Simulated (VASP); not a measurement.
Set up this calculation in VASP 6.6.1, as the native input.

* Task: relaxation of cell and atoms
* Functional: PBE
* Potentials or basis: VASP PAW PBE potentials, release 64 (Al, B, Ru_pv)
* Cutoff: 600 eV
* k mesh: 6 × 6 × 4
* Occupations: gaussian, width 0.1 eV
* Spin: no spin polarisation
* Dipole correction: no
* Further INCAR settings: ALGO = Fast; EDIFF = 1e-06; IBRION = 2; EDIFFG = -0.04; NSW = 90; ISIF = 3

The structure of AlB2Ru3 lies in POSCAR:

```
AlB2Ru3
1.0
    3.5058228100      0.0000000000      0.0000000000
    0.0000000000      3.5058228100      0.0000000000
    0.0000000000      0.0000000000      6.2958241300
Al B Ru
1 2 3
Direct
    0.5000000000      0.5000000000      0.0000000000
    0.5000000000      0.0000000000      0.5000000000
    0.0000000000      0.5000000000      0.5000000000
    0.0000000000      0.0000000000      0.5000000000
    0.0000000000      0.0000000000      0.8500130400
    0.0000000000      0.0000000000      0.1499869600
```

The cell was built from a structure type or drawn by symmetry, and may not be a known phase.

One way to write it, as run:

INCAR

```
SYSTEM = AlB2Ru3
ALGO     = Fast           ! electronic algorithm
EDIFF    = 1E-6           ! SCF threshold, eV
EDIFFG   = -0.04          ! ionic threshold
ENCUT    = 600            ! plane-wave cutoff, eV
GGA      = PE             ! functional
IBRION   = 2              ! ionic algorithm
ISIF     = 3              ! what is computed and relaxed
ISMEAR   = 0              ! smearing method
LASPH    = .True.         ! aspherical terms in the spheres
LCHARG   = .False.        ! write CHGCAR
LREAL    = .False.        ! projectors in reciprocal space
LWAVE    = .False.        ! write WAVECAR
NELM     = 100            ! most SCF steps
NSW      = 90             ! ionic steps
PREC     = Accurate       ! precision mode
SIGMA    = 0.1            ! smearing width, eV
```

KPOINTS

```
k-points
0
Gamma
  6 6 4
  0 0 0
```

Potentials or basis: VASP PAW PBE potentials, release 64 (Al, B, Ru_pv).

The run is started by

```console
$ cat potpaw_PBE.64/Al/POTCAR potpaw_PBE.64/B/POTCAR potpaw_PBE.64/Ru_pv/POTCAR > POTCAR
$ mpirun -np 1 vasp_std > vasp.out
```

Results of the run:

```yaml
Relaxed_volume: 17.59 Å³/atom
Relaxed_cell: a = 3.831 Å, b = 3.831 Å, c = 7.190 Å, α = 90.00°, β = 90.00°, γ = 90.00°
Space_group_after_relaxing_to_0.1_Å: P4/mmm (No. 123)
Pressure_after_relaxing: 0.1 GPa
Largest_force_after_relaxing: 0.019 eV/Å
Band_gap_on_the_k_mesh: zero (an odd number of electrons rules out a gap without spin polarisation)
```

Caveat: the volume moved by over 15 % at a fixed basis, so the end points are rough.

It took 23 min on 1 thread of AMD EPYC 7R13 Processor (Zen 3) (shared host), peak memory 0.22 GiB.
